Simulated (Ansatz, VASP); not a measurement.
**One calculation of Sn, two programs**

```
Sn
1.0
    -1.91020    1.91020    1.89129
     1.91020   -1.91020    1.89129
     1.91020    1.91020   -1.89129
Sn
1
Cartesian
  0.0000 0.0000 0.0000
```

Change from the starting cell: strain +0.0100 x Voigt [1, 1, 0, 0, 0, 0], atoms carried along.

Alike in both runs: task single point; functional r2SCAN; k mesh 22 × 22 × 22; occupations gaussian, width 0.15 eV; no spin polarisation.

|  | VASP | Ansatz |
| --- | --- | --- |
| version | VASP 6.6.1 | Ansatz 0.2.0 |
| potentials or method | VASP PAW PBE potentials, release 64 (Sn_d), cutoff 520 eV | scalar-relativistic, plane waves, PAW |
| valence electrons in the cell | 14 | 14 |

|  | VASP | Ansatz | Ansatz less VASP |
| --- | --- | --- | --- |
| gap on the k mesh at the Fermi level (eV) | none | none | - |
| pressure (GPa) | -1.3 | -1.3 | 0.00 |
| traceless stress, the component that is largest in VASP (GPa) | -0.06 | -0.06 | 0.000 |

VASP's potentials were made for PBE, not for r2SCAN. A gap of «none» marks a metal or a gap that the smearing closes.
